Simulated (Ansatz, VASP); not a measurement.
**WS2 in VASP and in Ansatz**

Contents of INCAR:

```
SYSTEM = WS2
PREC = Accurate
ENCUT = 520
EDIFF = 1E-6
ISMEAR = 0
SIGMA = 0.02
LREAL = .FALSE.
LASPH = .TRUE.
NELM = 80
ALGO = Normal
ISIF = 2
LWAVE = .FALSE.
LCHARG = .FALSE.
LDIPOL = .TRUE.
IDIPOL = 3
DIPOL = 0.5 0.5 0.500
GGA = PE
IVDW = 12
NBANDS = 20
```

KPOINTS

```
Automatic mesh
0
G
  12 12 1
  0 0 0
```

File POSCAR:

```
WS2
1.0
    3.0330000000      0.0000000000      0.0000000000
   -1.5165000000      2.6266550497      0.0000000000
    0.0000000000      0.0000000000     32.2910878415
S W
2 1
Direct
    0.3333333333      0.6666666667      0.4486606861
    0.3333333333      0.6666666667      0.5513515590
    0.6666666667      0.3333333333      0.5000061201
```

Input for Ansatz:

```yaml
crystal:
  lattice:
    - [3.033, 0.0, 0.0]
    - [-1.5165, 2.6266550497, 0.0]
    - [0.0, 0.0, 32.2910878415]
  atoms:
    - { symbol: S, position: [0.3333333333, 0.6666666667, 0.4486606861] }
    - { symbol: W, position: [0.6666666667, 0.3333333333, 0.5000061201] }
    - { symbol: S, position: [0.3333333333, 0.6666666667, 0.551351559] }
  periodic: [true, true, false]
basis:
  ecutwfc: 420
kpoints:
  mp_grid: { grid: [12, 12, 1] }
hamiltonian:
  xc: pbe
  pseudopotentials: { kind: paw, azcp: { folder: soft_1 } }
  dispersion: d3bj
scf:
  occupations: { method: gaussian, width: 0.02 }
output:
  forces: true
  stress: true
  eigenvalues: true
```

Alike in both runs: task single point; functional PBE; dispersion D3(BJ); k mesh 12 × 12 × 1; occupations gaussian, width 0.02 eV; no spin polarisation.

|  | VASP | Ansatz |
| --- | --- | --- |
| version | VASP 6.6.1 | Ansatz 0.2.0 |
| potentials or method | VASP PAW PBE potentials, release 64 (S, W_sv), cutoff 520 eV | scalar-relativistic, plane waves, PAW |
| valence electrons in the cell | 26 | 26 |

|  | VASP | Ansatz | Ansatz less VASP |
| --- | --- | --- | --- |
| gap on the k mesh at the Fermi level (eV) | 1.60 | 1.61 | 0.000 |
| least direct gap on the mesh (eV) | 2.47 | 2.46 | -0.003 |
| rms of the force components (eV/Å) | 0.318 | 0.319 | +0.0011 |

Spin-orbit coupling is off throughout.
